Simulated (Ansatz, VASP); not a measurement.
One calculation of GeCl2, two programs

```xyz
6
Lattice="3.8772 0.0000 0.0000 -1.9386 3.3577 0.0000 0.0000 0.0000 13.1837" Properties=species:S:1:pos:R:3 pbc="T T T"
Ge    0.0000    0.0000    0.0000
Ge    0.0000    0.0000    6.5918
Cl    1.9386    1.1192    1.4944
Cl    0.0000    2.2385   11.6893
Cl    1.9386    1.1192    5.0975
Cl    0.0000    2.2385    8.0862
```

Alike in both runs: functional PBE; dispersion D3(BJ); k mesh 6 × 6 × 2; occupations gaussian, width 0.1 eV; no spin polarisation.

Ansatz relaxed the structure, and its values are those at the end. VASP's run is a single point on that final structure, the one shown.

|  | VASP | Ansatz |
| --- | --- | --- |
| version | VASP 6.6.1 | Ansatz 0.2.0 |
| potentials or method | VASP PAW PBE potentials, release 64 (Ge_d, Cl), cutoff 520 eV | scalar-relativistic, plane waves, PAW |
| valence electrons in the cell | 56 | 56 |

Ansatz gave:

- gap on the k mesh at the Fermi level (eV): 2.57
- least direct gap on the mesh (eV): 2.87
- pressure (GPa): 0.0

Problem. What did VASP give for the same quantities?

Solution. gap on the k mesh at the Fermi level (eV): 2.58; least direct gap on the mesh (eV): 2.87; pressure (GPa): 0.0.

Ansatz's warnings: dispersion switch in reach, relaxed geometry near dispersion switch.
